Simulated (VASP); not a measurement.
# Te2Pt (Moncheite) (P-3m1) in VASP: further runs

The runs below take Te2Pt (Moncheite) through single point, with RPBE, revPBE.

All numbers are computed with VASP 6.6.1; they aren't measurements. Logs are shortened: lines on timing, memory, paths and dates and some standing lists are left out, and cuts for length are marked.

### 1 The cell of the first run

It takes space group P-3m1 (No. 164, trigonal). Conventional cell: a = 4.010 Å, b = 4.010 Å, c = 5.201 Å, α = 90.00°, β = 90.00°, γ = 120.00°. Within 3.5 Å of Pt (site symmetry -3m) lie 6 Te at 2.66 Å. Te (site symmetry 3m) has 3 Pt at 2.66 Å and 6 Te at 3.48 Å within 3.5 Å.

### 2 Single point, RPBE

INCAR reads:

```
SYSTEM = Te2Pt
PREC     = Accurate       ! precision mode
ENCUT    = 500            ! plane-wave cutoff, eV
EDIFF    = 1E-6           ! SCF threshold, eV
ISMEAR   = -1             ! smearing method
SIGMA    = 0.05           ! smearing width, eV
LREAL    = .FALSE.        ! projectors in reciprocal space
LASPH    = .TRUE.         ! aspherical terms in the spheres
NELM     = 120            ! most SCF steps
ALGO     = Normal         ! electronic algorithm
ISIF     = 2              ! what is computed and relaxed
LWAVE    = .FALSE.        ! write WAVECAR
LCHARG   = .FALSE.        ! write CHGCAR
GGA      = RP             ! functional
NBANDS   = 18             ! bands
GGA_COMPAT= .FALSE.
```

KPOINTS reads:

```
Automatic mesh
0
G
  8 8 5
  0 0 0
```

POSCAR reads:

```
Te2Pt
1.0
    4.0100000000      0.0000000000      0.0000000000
   -2.0050000000      3.4727618692      0.0000000000
    0.0000000000      0.0000000000      5.2010000000
Pt Te
1 2
Direct
    0.0000000000      0.0000000000      0.0000000000
    0.6666666667      0.3333333333      0.7500000000
    0.3333333333      0.6666666667      0.2500000000
```

Potentials or basis: VASP PAW PBE potentials, release 64 (Pt, Te).

Run with:

```bash
$ cat potpaw_PBE.64/Pt/POTCAR potpaw_PBE.64/Te/POTCAR > POTCAR
$ mpirun -np 1 vasp_std > vasp.out
```

OUTCAR:

```text
SYSTEM = Te2Pt
   PREC = Accurate
   ENCUT = 500
   EDIFF = 1E-6
   ISMEAR = -1
   LREAL = .FALSE.
   LASPH = .TRUE.
   NELM = 120
   ISIF = 2
   GGA = RP

 ion  position               nearest neighbor table
   1  0.000  0.000  0.000-   2 2.66   3 2.66   2 2.66   3 2.66   2 2.66   3 2.66
   2  0.667  0.333  0.750-   1 2.66   1 2.66   1 2.66   3 3.48   3 3.48   3 3.48   3 3.48   3 3.48
                             3 3.48
   3  0.333  0.667  0.250-   1 2.66   1 2.66   1 2.66   2 3.48   2 3.48   2 3.48   2 3.48   2 3.48
                             2 3.48

  LATTYP: Found a hexagonal cell.
 ALAT       =     4.0100000000
 C/A-ratio  =     1.2970074813

  Lattice vectors:

 A1 = (   4.0100000000,   0.0000000000,   0.0000000000)
 A2 = (  -2.0050000000,   3.4727618692,   0.0000000000)
 A3 = (   0.0000000000,   0.0000000000,   5.2010000000)

Analysis of symmetry for initial positions (statically):
=====================================================================
 Subroutine PRICEL returns:
 Original cell was already a primitive cell.

 Routine SETGRP: Setting up the symmetry group for a
 hexagonal supercell.

 Subroutine GETGRP returns: Found 12 space group operations
 (whereof 12 operations were pure point group operations)
 out of a pool of 24 trial point group operations.

The static configuration has the point symmetry D_3d.

Analysis of symmetry for dynamics (positions and initial velocities):
=====================================================================
 Subroutine PRICEL returns:
 Original cell was already a primitive cell.

 Routine SETGRP: Setting up the symmetry group for a
 hexagonal supercell.

 Subroutine GETGRP returns: Found 12 space group operations
 (whereof 12 operations were pure point group operations)
 out of a pool of 24 trial point group operations.

The dynamic configuration has the point symmetry D_3d.

 Subroutine INISYM returns: Found 12 space group operations
 (whereof 12 operations are pure point group operations),
 and found     1 'primitive' translations

----------------------------------------------------------------------------------------

                                     Primitive cell

  volume of cell :      72.4280

  direct lattice vectors                    reciprocal lattice vectors
     4.010000000  0.000000000  0.000000000     0.249376559  0.143977623  0.000000000
    -2.005000000  3.472761869  0.000000000     0.000000000  0.287955246  0.000000000
     0.000000000  0.000000000  5.201000000     0.000000000  0.000000000  0.192270717

  length of vectors
     4.010000000  4.010000000  5.201000000     0.287955246  0.287955246  0.192270717

  position of ions in fractional coordinates (direct lattice)
     0.000000000  0.000000000  0.000000000
     0.666666667  0.333333333  0.750000000
     0.333333333  0.666666667  0.250000000

  ion indices of the primitive-cell ions
   primitive index   ion index
                 1           1
                 2           2
                 3           3

----------------------------------------------------------------------------------------

 KPOINTS: Automatic mesh

Automatic generation of k-mesh.
 Grid dimensions read from file:
 generate k-points for:    8    8    5

 Generating k-lattice:

  Cartesian coordinates                     Fractional coordinates (reciprocal lattice)
     0.031172070  0.017997203  0.000000000     0.125000000  0.000000000  0.000000000
     0.000000000  0.035994406  0.000000000     0.000000000  0.125000000  0.000000000
     0.000000000  0.000000000  0.038454143     0.000000000  0.000000000  0.200000000

  Length of vectors
     0.035994406  0.035994406  0.038454143

  Shift w.r.t. Gamma in fractional coordinates (k-lattice)
     0.000000000  0.000000000  0.000000000

 Subroutine IBZKPT returns following result:
 ===========================================

 Found     40 irreducible k-points:

 Following reciprocal coordinates:
            Coordinates               Weight
  0.000000  0.000000  0.000000      1.000000
  0.125000  0.000000  0.000000      6.000000
  0.250000  0.000000  0.000000      6.000000
  0.375000  0.000000  0.000000      6.000000
  0.500000  0.000000  0.000000      3.000000
  0.125000  0.125000  0.000000      6.000000
[... 16 lines left out ...]
 -0.125000  0.500000  0.200000     12.000000
  0.250000  0.250000  0.200000     12.000000
 [... further k-points ...]
   k-points           NKPTS =     40   k-points in BZ     NKDIM =     40   number of bands    NBANDS=     18
   number of dos      NEDOS =    301   number of ions     NIONS =      3
   total plane-waves  NPLWV =  36000
   dimension x,y,z NGX =    30 NGY =   30 NGZ =   40
   dimension x,y,z NGXF=    60 NGYF=   60 NGZF=   80
   ions per type =               1   2
   NGX,Y,Z   is equivalent  to a cutoff of  12.44, 12.44, 12.79 a.u.
   NGXF,Y,Z  is equivalent  to a cutoff of  24.87, 24.87, 25.57 a.u.
 SYSTEM =  Te2Pt
   PREC   = accura    normal or accurate (medium, high low for compatibility)
   ISTART =      0    job   : 0-new  1-cont  2-samecut
   ICHARG =      2    charge: 1-file 2-atom 10-const
   ISPIN  =      1    spin polarized calculation?
   LNONCOLLINEAR =      F non collinear calculations
   LSORBIT =      F    spin-orbit coupling
   LASPH  =      T    aspherical Exc in radial PAW
   ENCUT  =  500.0 eV  36.75 Ry    6.06 a.u.   7.31  7.31  9.48*2*pi/ulx,y,z
   NELM   =    120;   NELMIN=  2; NELMDL= -5     # of ELM steps
   EDIFF  = 0.1E-05   stopping-criterion for ELM
   LREAL  =      F    real-space projection
   EDIFFG = 0.1E-04   stopping-criterion for IOM
   NSW    =      0    number of steps for IOM
   IBRION =     -1    ionic relax: 0-MD 1-quasi-New 2-CG
   NFREE  =      0    steps in history (QN), initial steepest desc. (CG)
   ISIF   =      2    stress and relaxation
   ISYM   =      2    0-nonsym 1-usesym 2-fastsym
   POTIM  = 0.5000    time-step for ionic-motion
   TEBEG  =    0.0;   TEEND  =   0.0 temperature during run
   PSTRESS=    0.0 pullay stress
   NELECT =      22.0000    total number of electrons
   NUPDOWN=      -1.0000    fix difference up-down
   EMIN   =  10.00;   EMAX   =-10.00  energy-range for DOS
   EFERMI =   0.00;   METHOD = LEGACY
   ISMEAR =    -1;   SIGMA  =   0.05  broadening in eV -4-tet -1-fermi 0-gaus
   EFERMI_NEDOS =   21; number of points for ismear=-14 and -15
   IALGO  =     38    algorithm
   IMIX   =      4    mixing-type and parameters
     AMIX     =   0.40;   BMIX     =  1.00
     AMIX_MAG =   1.60;   BMIX_MAG =  1.00
  volume/ion in A,a.u.               =      24.14       162.92
  Fermi-wavevector in a.u.,A,eV,Ry     =   1.100475  2.079597 16.477281  1.211046
  Thomas-Fermi vector in A             =   2.236887
   LORBIT       =      0    0 simple, 1 ext, 2 COOP (PROOUT), +10 PAW based schemes
   GGA     = RP    functional components
   LHFCALC =     F    Hartree Fock is set to
   AEXX    =    0.0000 exact exchange contribution
   IVDW    =     0    specifies the selected vdW correction
   LEPSILON=     F    determine dielectric tensor
   LRPA    =     F    only Hartree local field effects (RPA)
 non-spin polarized calculation
  energy-cutoff  :      500.00
  volume of cell :       72.43
 maximum number of plane-waves:      1861
 NGX is ok and might be reduce to    30
   NGX = 15   NGY = 15   NGZ = 19

 number of electron      21.9999997 magnetization

 Free energy of the ion-electron system (eV)
  ---------------------------------------------------
  ext. energy  EPLUGINS =         0.00000000
  ---------------------------------------------------
  free energy    TOTEN  =       -11.97365044 eV

  energy without entropy =      -11.96020365  energy(sigma->0) =      -11.96692705

 E-fermi :   9.1723     XC(G=0): -10.4862

 val. band max:        9.1273553223   @ k =   0.0000   0.2500   0.2000
 cond. band min:       9.1751844399   @ k =  -0.1250   0.3750   0.2000
 fundamental gap:      0.0478291176
 Fermi energy:         9.1723252760

 k-point     1 :       0.0000    0.0000    0.0000
  band No.  band energies     occupation
      1      -5.2359      2.00000
      2      -1.6645      2.00000
      3       2.1492      2.00000
      4       2.9478      2.00000
      5       2.9478      2.00000
      6       5.0225      2.00000
[... 10 lines left out ...]
     17      14.8792      0.00000
     18      18.4319      0.00000

 k-point     2 :       0.1250    0.0000    0.0000
  band No.  band energies     occupation
      1      -5.0589      2.00000
      2      -1.7752      2.00000
      3       2.3403      2.00000
      4       3.0478      2.00000
      5       3.0905      2.00000
      6       4.8752      2.00000
[... 10 lines left out ...]
     17      15.2724      0.00000
     18      16.9347      0.00000

 k-point     3 :       0.2500    0.0000    0.0000
  band No.  band energies     occupation
      1      -4.5564      2.00000
      2      -2.0601      2.00000
      3       2.8404      2.00000
      4       3.3082      2.00000
      5       3.4110      2.00000
      6       4.2333      2.00000
[... 10 lines left out ...]
     17      15.9051      0.00000
     18      15.9596      0.00000

 k-point     4 :       0.3750    0.0000    0.0000
  band No.  band energies     occupation
      1      -3.8326      2.00000
      2      -2.4629      2.00000
      3       2.5940      2.00000
      4       3.5744      2.00000
      5       3.7204      2.00000
      6       4.3051      2.00000
[... 10 lines left out ...]
     17      15.0736      0.00000
     18      17.4478      0.00000

 k-point     5 :       0.5000    0.0000    0.0000
  band No.  band energies     occupation
      1      -3.2081      2.00000
      2      -2.9125      2.00000
      3       2.1076      2.00000
      4       3.6645      2.00000
      5       4.0225      2.00000
      6       5.1439      2.00000
[... 10 lines left out ...]
     17      14.8887      0.00000
     18      19.3711      0.00000

 k-point     6 :       0.1250    0.1250    0.0000
  band No.  band energies     occupation
      1      -4.7189      2.00000
      2      -1.9678      2.00000
      3       2.6908      2.00000
      4       3.2385      2.00000
      5       3.3226      2.00000
      6       4.5516      2.00000
[... 10 lines left out ...]
     17      16.3264      0.00000
     18      16.4379      0.00000

 k-point     7 :       0.2500    0.1250    0.0000
  band No.  band energies     occupation
      1      -4.1034      2.00000
      2      -2.2812      2.00000
      3       3.0699      2.00000
      4       3.3403      2.00000
      5       3.6583      2.00000
      6       3.8618      2.00000
[... 10 lines left out ...]
     17      16.0778      0.00000
     18      16.8668      0.00000

 k-point     8 :       0.3750    0.1250    0.0000
  band No.  band energies     occupation
      1      -3.3850      2.00000
      2      -2.6933      2.00000
      3       2.2830      2.00000
      4       3.4971      2.00000
      5       3.9881      2.00000
      6       4.3042      2.00000
[... 10 lines left out ...]
     17      16.7336      0.00000
     18      17.4534      0.00000
[... 229 lines left out ...]
     17      15.8038      0.00000
     18      16.8652      0.00000

 k-point    20 :       0.2500    0.1250    0.2000
  band No.  band energies     occupation
      1      -3.9420      2.00000
      2      -2.5177      2.00000
      3       2.8911      2.00000
      4       3.3092      2.00000
      5       3.5922      2.00000
      6       4.2859      2.00000
[... 10 lines left out ...]
     17      16.3457      0.00000
     18      16.7269      0.00000

 k-point    21 :      -0.1250    0.3750    0.2000
  band No.  band energies     occupation
      1      -3.9856      2.00000
      2      -2.4053      2.00000
      3       2.5145      2.00000
      4       3.2175      2.00000
      5       3.5491      2.00000
      6       4.2937      2.00000
[... 10 lines left out ...]
     17      15.8625      0.00000
     18      17.2343      0.00000

 k-point    22 :       0.3750    0.1250    0.2000
  band No.  band energies     occupation
      1      -3.2290      2.00000
      2      -2.8218      2.00000
      3       2.2567      2.00000
      4       3.3830      2.00000
      5       3.9704      2.00000
      6       4.1121      2.00000
[... 10 lines left out ...]
     17      17.3119      0.00000
     18      17.8089      0.00000

 k-point    23 :      -0.1250    0.5000    0.2000
  band No.  band energies     occupation
      1      -3.3642      2.00000
      2      -2.6246      2.00000
      3       2.0253      2.00000
      4       3.2202      2.00000
      5       3.7072      2.00000
      6       4.7222      2.00000
[... 10 lines left out ...]
     17      17.3205      0.00000
     18      17.8953      0.00000

 k-point    24 :       0.2500    0.2500    0.2000
  band No.  band energies     occupation
      1      -3.3872      2.00000
      2      -2.6144      2.00000
      3       2.5556      2.00000
      4       3.0117      2.00000
      5       3.4829      2.00000
      6       4.3243      2.00000
[... 10 lines left out ...]
     17      16.5890      0.00000
     18      16.7897      0.00000

 [... further k-points ...]

------------------------ aborting loop because EDIFF is reached ----------------------------------------

  FORCE on cell =-STRESS in cart. coord.  units (eV):
  Direction    XX          YY          ZZ          XY          YZ          ZX
  --------------------------------------------------------------------------------------
  -------------------------------------------------------------------------------------
  Total        5.0033720      5.0033720      4.1494019      0.0000000     -0.0000000      0.0000000
  in kB      110.6794883    110.6794883     91.7888336      0.0000000     -0.0000000      0.0000000
  external PRESSURE =     104.3826034 kB  Pullay stress =       0.0000000 kB

 VOLUME and BASIS-vectors are now :
 -----------------------------------------------------------------------------
  energy-cutoff  :      500.00
  volume of cell :       72.43
      direct lattice vectors                 reciprocal lattice vectors
     4.010000000  0.000000000  0.000000000     0.249376559  0.143977623  0.000000000
    -2.005000000  3.472761869  0.000000000     0.000000000  0.287955246  0.000000000
     0.000000000  0.000000000  5.201000000     0.000000000  0.000000000  0.192270717

 POSITION                                       TOTAL-FORCE (eV/Angst)
 -----------------------------------------------------------------------------------
      0.00000      0.00000      0.00000         0.000000      0.000000      0.000000
      2.00500      1.15759      3.90075        -0.000000      0.000000     -1.051903
     -0.00000      2.31517      1.30025         0.000000      0.000000      1.051903
 -----------------------------------------------------------------------------------
    total drift:                                0.000000      0.000000     -0.000000

  FREE ENERGIE OF THE ION-ELECTRON SYSTEM (eV)
  ---------------------------------------------------
  free  energy   TOTEN  =       -11.9736504417 eV

  energy  without entropy=      -11.9602036496  energy(sigma->0) =      -11.96692705
```

It took 49 s on 1 thread of Intel Xeon Platinum 8488C (Sapphire Rapids), shared host; peak memory 0.2 GiB.

What came out:

* Free energy: -11.9737 eV
* Pressure: 10.4 GPa
* Largest force: 1.052 eV/Å
* Band gap on the k mesh: zero (band 11 reaches 10.23 eV, above the bottom of band 12 at 8.92 eV)

Forces in eV/Å, atoms in the order of the input:
```
Pt   0.000  0.000  0.000
Te   0.000  0.000 -1.052
Te   0.000  0.000  1.052
```

Stress tensor (GPa, compression positive):
```
11.07  0.00  0.00
 0.00 11.07  0.00
 0.00  0.00  9.18
```

Caveat: the PAW data sets were made with another functional, which shifts forces and pressure a little; spin-orbit coupling is left out, which moves the levels of the heavy elements.

### 3 Single point, revPBE

INCAR reads:

```
SYSTEM = Te2Pt
ALGO = Normal
EDIFF = 1E-6
ENCUT = 500
GGA = RE
GGA_COMPAT = .FALSE.
ISIF = 2
ISMEAR = -1
LASPH = .TRUE.
LCHARG = .TRUE.
LELF = .TRUE.
LREAL = .FALSE.
LVHAR = .TRUE.
LWAVE = .FALSE.
NBANDS = 18
NELM = 120
PREC = Accurate
SIGMA = 0.05
```

KPOINTS reads:

```
k-points
0
G
  8 8 5
  0 0 0
```

POSCAR is that of step 2.

Potentials or basis: VASP PAW PBE potentials, release 64 (Pt, Te).

Run with:

```bash
$ cat potpaw_PBE.64/Pt/POTCAR potpaw_PBE.64/Te/POTCAR > POTCAR
$ mpirun -np 1 vasp_std > vasp.out
```

It took 59 s on 1 thread of Intel Xeon Platinum 8488C (Sapphire Rapids), shared host; peak memory 0.2 GiB.

It converged, with:

| Quantity | Value |
| --- | --- |
| Free energy | -12.2030 eV |
| Pressure | 9.9 GPa |
| Largest force | 1.033 eV/Å |
| Band gap on the k mesh | zero (band 11 reaches 10.21 eV, above the bottom of band 12 at 8.89 eV) |

Forces in eV/Å, atoms in the order of the input:
```
Pt   0.000  0.000  0.000
Te   0.000  0.000 -1.033
Te   0.000  0.000  1.033
```

Stress tensor (GPa, compression positive):
```
10.48  0.00  0.00
 0.00 10.48  0.00
 0.00  0.00  8.65
```

Levels at points of the mesh, in eV from the Fermi level:
| k point | band 7 | band 8 | band 9 | band 10 | band 11 | band 12 | band 13 | band 14 | band 15 | band 16 |
| --- | --- | --- | --- | --- | --- | --- | --- | --- | --- | --- |
| (0.00, 0.00, 0.00) | -4.14 | -2.86 | -0.69 | -0.69 | 1.07 | 1.07 | 1.26 | 2.63 | 4.33 | 5.71 |
| (0.50, 0.00, 0.00) | -3.87 | -3.81 | -3.69 | -3.59 | -3.03 | 0.14 | 2.52 | 3.59 | 5.20 | 5.67 |

Caveat: the PAW data sets were made with another functional, which shifts forces and pressure a little; spin-orbit coupling is left out, which moves the levels of the heavy elements.
